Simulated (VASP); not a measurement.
**Si (a cell with a defect): relaxation of the atoms with PBEsol**

The system is Si (a cell with a defect).

```xyz
65
Lattice="10.8656 0.0000 0.0000 0.0000 10.8656 0.0000 0.0000 0.0000 10.8656" Properties=species:S:1:pos:R:3 pbc="T T T"
Si   10.8601    0.0113    0.0031
Si    0.0108   10.8606    5.4339
Si   10.8499    5.3968   10.8424
Si    0.0300    5.4302    5.3752
Si    5.4254    0.0256   10.8461
Si    5.4463   10.8466    5.4305
Si    5.4335    5.4130    0.0017
Si    4.5881    4.5883    5.4169
Si    1.3697    1.3409    1.4120
Si    1.3959    1.3732    6.8344
Si    1.3595    6.7798    1.3736
Si    1.3567    6.7539    6.7609
Si    6.7745    1.3402    1.4041
Si    6.7907    1.3704    6.8146
Si    6.7983    6.7837    1.3475
Si    6.7941    6.7811    6.8165
Si    2.7057    2.6819   10.8377
Si    2.7459    2.7467    5.4189
Si    2.6962    8.1435    0.0206
Si    2.7194    8.1549    5.3849
Si    8.1446    2.7475   10.8531
Si    8.1627    2.7403    5.4123
Si    8.1652    8.1281    0.0017
Si    8.1702    8.1691    5.4073
Si    4.0578    4.0642    1.3491
Si    4.0499    4.0696    6.7800
Si    4.0922    9.4679    1.3219
Si    4.0633    9.5502    6.7850
Si    9.4867    4.0944    1.3771
Si    9.4945    4.0260    6.7943
Si    9.5163    9.5384    1.3787
Si    9.5245    9.4772    6.7832
Si    2.7267    0.0156    2.7174
Si    2.7236    0.0148    8.1525
Si    2.7043    5.4270    2.7266
Si    2.7304    5.4214    8.1441
Si    8.1658   10.8089    2.7275
Si    8.2042    0.0001    8.1256
Si    8.1543    5.4550    2.7333
Si    8.1371    5.4227    8.1467
Si    4.0879    1.3723    4.0582
Si    4.0440    1.3523    9.5021
Si    4.0943    6.7954    4.0481
Si    4.0894    6.7964    9.4625
Si    9.5106    1.3401    4.0677
Si    9.5239    1.3737    9.5535
Si    9.5068    6.8422    4.0553
Si    9.4903    6.8205    9.5092
Si   10.8499    2.7135    2.7033
Si    0.0092    2.7066    8.1536
Si    0.0120    8.1224    2.7243
Si   10.8530    8.1445    8.1619
Si    5.4475    2.7321    2.7023
Si    5.4509    2.7082    8.1515
Si    5.4276    8.1550    2.6957
Si    5.4299    8.1427    8.1674
Si    1.3853    4.0566    4.0819
Si    1.3696    4.0675    9.5071
Si    1.3537    9.4795    4.1119
Si    1.3266    9.5092    9.5349
Si    6.7893    4.0869    4.0461
Si    6.7920    4.0921    9.4690
Si    6.7976    9.5194    4.0539
Si    6.7759    9.5169    9.4800
Si    6.3325    6.2751    5.4216
```

- Program: VASP 6.6.1
- Task: relaxation of the atoms
- Functional: PBEsol
- Potentials or basis: VASP PAW PBE potentials, release 64 (Si)
- Cutoff: 450 eV
- k mesh: 1 × 1 × 1, shifted
- Occupations: fermi-dirac, width 0.05 eV
- Spin: no spin polarisation
- Dipole correction: no
- Further INCAR settings: LREAL = Auto; ALGO = Normal; EDIFF = 1e-07; ISYM = -1; IBRION = 2; EDIFFG = -0.03; NSW = 100

```
Pressure after relaxing      : 0.8 GPa
Largest force after relaxing : 0.016 eV/Å
Band gap on the k mesh       : 0.64 eV
```

Forces in eV/Å, atoms in the order of the input:
```
Si  -0.004 -0.005  0.014
Si   0.004  0.005 -0.014
Si  -0.005  0.005  0.001
Si   0.002 -0.003  0.006
Si  -0.004 -0.001  0.006
Si   0.003 -0.002  0.006
Si   0.001 -0.003 -0.011
Si   0.002  0.008  0.007
Si   0.005  0.014  0.005
Si  -0.002  0.003 -0.004
Si  -0.006 -0.002  0.003
Si   0.003  0.004 -0.003
Si   0.003 -0.005 -0.001
Si   0.001  0.003  0.005
Si  -0.003  0.000  0.000
Si   0.002 -0.003  0.001
Si   0.000  0.006 -0.002
Si  -0.003  0.000 -0.002
Si   0.001 -0.003 -0.004
Si   0.001 -0.003  0.004
Si   0.002 -0.004  0.002
Si  -0.002  0.005 -0.005
Si  -0.004 -0.001 -0.009
Si   0.007  0.005  0.001
Si   0.005 -0.001 -0.004
Si   0.002  0.006  0.013
Si  -0.005  0.003 -0.001
Si  -0.003 -0.005 -0.001
Si   0.002 -0.007  0.008
Si  -0.008  0.001 -0.005
Si  -0.006 -0.006  0.005
Si   0.002  0.006 -0.002
Si   0.001  0.001  0.013
Si   0.005 -0.003  0.000
Si  -0.005  0.004 -0.010
Si   0.007 -0.011  0.000
Si  -0.006 -0.003  0.007
Si  -0.005  0.005 -0.006
Si  -0.001  0.000 -0.003
Si  -0.007  0.000 -0.004
Si   0.004  0.000  0.004
Si   0.006  0.000 -0.003
Si   0.008 -0.008 -0.005
Si  -0.009  0.003  0.000
Si   0.004  0.000 -0.004
Si   0.016  0.002  0.005
Si  -0.003 -0.001  0.005
Si   0.005 -0.012  0.003
Si   0.000 -0.007  0.004
Si   0.001 -0.001 -0.004
Si  -0.004 -0.005  0.006
Si   0.005 -0.001 -0.002
Si   0.003 -0.001 -0.010
Si   0.000 -0.001 -0.001
Si   0.003 -0.001  0.000
Si   0.002  0.000 -0.009
Si   0.000  0.006  0.006
Si  -0.001  0.006  0.001
Si  -0.002  0.001 -0.010
Si  -0.004  0.008  0.000
Si  -0.002  0.005 -0.004
Si  -0.003  0.003 -0.004
Si  -0.004 -0.002  0.006
Si  -0.003 -0.002 -0.001
Si   0.000 -0.004  0.000
```

Stress tensor (GPa, compression positive):
```
 1.04 -0.95 -1.46
-0.95  1.04 -1.46
-1.46 -1.46  0.44
```

Final structure:
```
Si
1.0
    10.86558    0.00000    0.00000
     0.00000   10.86558    0.00000
     0.00000    0.00000   10.86558
Si
65
Cartesian
  0.0039 10.8652 0.0163
  0.0039 10.8653 5.4336
  0.0069 5.4359 10.8525
  0.0016 5.4298 5.4392
  5.4413 0.0009 10.8533
  5.4336 10.8628 5.4385
  5.4434 5.4382 0.0017
  4.5391 4.5322 4.6117
  1.3609 1.3560 1.3838
  1.3120 1.3074 6.8554
  1.3495 6.7980 1.3696
  1.3416 6.7820 6.8281
  6.8016 1.3452 1.3701
  6.7865 1.3360 6.8278
  6.7995 6.7934 1.3747
  6.8254 6.8207 6.8127
  2.7145 2.7084 0.0117
  2.6550 2.6501 5.5329
  2.7362 8.1494 0.0461
  2.6776 8.1696 5.4906
  8.1538 2.7303 0.0452
  8.1752 2.6720 5.4918
  8.1481 8.1432 0.0058
  8.2176 8.2127 5.5198
  4.0861 4.0826 1.3546
  4.0270 4.0215 6.8627
  4.1003 9.5461 1.3797
  4.0813 9.5164 6.8117
  9.5519 4.0948 1.3779
  9.5219 4.0763 6.8125
  9.5104 9.5060 1.3685
  9.5596 9.5534 6.8404
  2.7227 0.0046 2.7334
  2.7115 10.8459 8.1834
  2.7026 5.3895 2.7295
  2.7156 5.4362 8.1748
  8.1552 0.0007 2.7190
  8.1580 0.0037 8.1868
  8.1858 5.4759 2.7362
  8.1431 5.4146 8.1536
  4.0508 1.3624 4.1302
  4.0776 1.3597 9.5175
  3.9768 6.8994 4.0160
  4.0760 6.7981 9.5301
  9.5155 1.3552 4.0870
  9.4965 1.3720 9.5531
  9.5291 6.8295 4.1201
  9.4987 6.7933 9.5102
  0.0102 2.7193 2.7342
  10.8507 2.7068 8.1844
  0.0052 8.1512 2.7194
  0.0107 8.1536 8.1875
  5.3929 2.6984 2.7295
  5.4405 2.7105 8.1753
  5.4820 8.1798 2.7365
  5.4189 8.1376 8.1536
  1.3675 4.0471 4.1309
  1.3661 4.0721 9.5171
  1.3597 9.5111 4.0880
  1.3784 9.4931 9.5546
  6.9054 3.9707 4.0158
  6.8038 4.0703 9.5299
  6.8345 9.5241 4.1203
  6.7971 9.4934 9.5107
  6.2715 6.2660 4.5953
```

Levels at points of the mesh, in eV from the valence-band top:
```
           k point  band 128  band 129  band 130  band 131  band 132  band 133
(0.25, 0.25, 0.25)     -0.22     -0.17      0.00      0.64      0.83      1.10
```

Wall time 72 min on 4 MPI ranks on AMD EPYC 7571, with other jobs on the host, peak memory 0.38 GiB a rank.

Caveat: semilocal functionals underestimate gaps, and a narrow one can read as zero; the PAW data sets were made with another functional, which shifts forces and pressure a little.
